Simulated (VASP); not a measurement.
## InAgTe2: single point with PBEsol

InAgTe2:

```
CELL_PARAMETERS angstrom
-3.21794 3.21794 6.37345
3.21794 -3.21794 6.37345
3.21794 3.21794 -6.37345
ATOMIC_POSITIONS crystal
In 0.50000 0.50000 0.00000
In 0.25000 0.75000 0.50000
Ag 0.00000 0.00000 0.00000
Ag 0.75000 0.25000 0.50000
Te 0.37500 0.36646 0.49146
Te 0.63354 0.12500 0.00854
Te 0.87500 0.88354 0.50854
Te 0.11646 0.62500 0.99146
```

| Property | Result |
| --- | --- |
| Program | VASP 6.6.1 |
| Task | single point |
| Functional | PBEsol |
| Potentials or basis | VASP PAW PBE potentials, release 64 (In_d, Ag, Te) |
| Cutoff | 500 eV |
| k mesh | 6 × 6 × 6 |
| Occupations | fermi-dirac, width 0.02 eV |
| Spin | no spin polarisation |
| Dipole correction | no |
| Further INCAR settings | ALGO = Normal; EDIFF = 1e-06; NBANDS = 46 |

```json
{
  "Pressure": "0.0 GPa",
  "Largest force": "0.015 eV/Å",
  "Band gap on the k mesh": "0.08 eV"
}
```

Forces on the atoms (eV/Å):
```
In   0.000  0.000  0.000
In   0.000  0.000  0.000
Ag   0.000  0.000  0.000
Ag   0.000  0.000  0.000
Te  -0.015  0.000  0.000
Te   0.000  0.015  0.000
Te   0.015  0.000  0.000
Te   0.000 -0.015  0.000
```

Levels at points of the mesh, in eV from the valence-band top:
| k point | band 32 | band 33 | band 34 | band 35 | band 36 | band 37 | band 38 | band 39 | band 40 | band 41 |
| --- | --- | --- | --- | --- | --- | --- | --- | --- | --- | --- |
| (0.00, 0.00, 0.00) | -2.05 | -2.05 | -0.08 | -0.08 | 0.00 | 0.08 | 1.81 | 1.91 | 3.40 | 3.40 |
| (0.50, 0.00, 0.00) | -1.94 | -1.66 | -1.36 | -1.28 | -0.66 | 1.77 | 2.08 | 2.83 | 3.48 | 3.64 |
| (0.50, 0.50, 0.00) | -1.42 | -0.96 | -0.96 | -0.57 | -0.57 | 0.86 | 0.86 | 2.82 | 2.82 | 4.09 |
| (0.50, 0.50, 0.50) | -1.93 | -1.35 | -1.35 | -1.04 | -1.04 | 1.47 | 1.47 | 1.91 | 1.91 | 2.60 |

Wall time 9.8 min on 1 thread of Intel(R) Xeon(R) Platinum 8488C (Sapphire Rapids), on a shared host, peak memory 0.69 GiB.

Caveat: semilocal functionals underestimate gaps, and a narrow one can read as zero; the PAW data sets were made with another functional, which shifts forces and pressure a little; spin-orbit coupling is left out, which moves the levels of the heavy elements.
